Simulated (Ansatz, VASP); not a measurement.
# NaI: VASP beside Ansatz

INCAR

```
PREC     = Accurate       # precision mode
ENCUT    = 520            # plane-wave cutoff, eV
EDIFF    = 1E-6           # SCF threshold, eV
ISMEAR   = 0              # smearing method
SIGMA    = 0.01           # smearing width, eV
LREAL    = False          # projectors in reciprocal space
LASPH    = True           # aspherical terms in the spheres
NELM     = 100            # most SCF steps
ALGO     = Normal         # electronic algorithm
ISIF     = 2              # what is computed and relaxed
LWAVE    = False          # write WAVECAR
LCHARG   = True           # write CHGCAR
GGA      = PE             # functional
LELF     = True           # ELF
LVHAR    = True         
NBANDS   = 22             # bands
```

Contents of KPOINTS:

```
Automatic mesh
0
Gamma
  6 6 4
```

File POSCAR:

```
NaI
1.0
    5.3562145132      0.0000000000      0.0000000000
   -2.6781072566      4.6386178366      0.0000000000
    0.0000000000      0.0000000000      6.3958394612
Na I
2 2
Direct
    0.3333333333      0.6666666667      0.2500000000
    0.6666666667      0.3333333333      0.7500000000
    0.6666666667      0.3333333333      0.2500000000
    0.3333333333      0.6666666667      0.7500000000
```

Input for Ansatz:

```yaml
crystal:
  lattice:
    - [5.3562145132, 0.0, 0.0]
    - [-2.6781072566, 4.6386178366, 0.0]
    - [0.0, 0.0, 6.3958394612]
  atoms:
    - { symbol: Na, position: [0.3333333333, 0.6666666667, 0.25] }
    - { symbol: Na, position: [0.6666666667, 0.3333333333, 0.75] }
    - { symbol: I, position: [0.6666666667, 0.3333333333, 0.25] }
    - { symbol: I, position: [0.3333333333, 0.6666666667, 0.75] }
kpoints:
  mp_grid: { grid: [6, 6, 4] }
hamiltonian:
  xc: pbe
scf:
  occupations: { method: fixed }
  n_extra_bands: 5
output:
  forces: true
  stress: true
  eigenvalues: true
```

Alike in both runs: task single point; functional PBE; k mesh 6 × 6 × 4; no spin polarisation.

```csv
,VASP,Ansatz
version,VASP 6.6.1,Ansatz 0.2.0
potentials or method,"VASP PAW PBE potentials, release 64 (Na_pv, I)","plane waves, PAW"
plane-wave cutoff (eV),520,420
occupations,"gaussian, width 0.01 eV",fixed
valence electrons in the cell,28,52
```

```tsv
	VASP	Ansatz	Ansatz less VASP
gap on the k mesh at the Fermi level (eV)	3.61	3.61	+0.004
pressure (GPa)	0.9	0.9	-0.01
```

VASP's potentials hold 28 valence electrons a cell and Ansatz's 52, so a difference there can come from the potentials and not from the codes.

Spin-orbit coupling is off throughout.
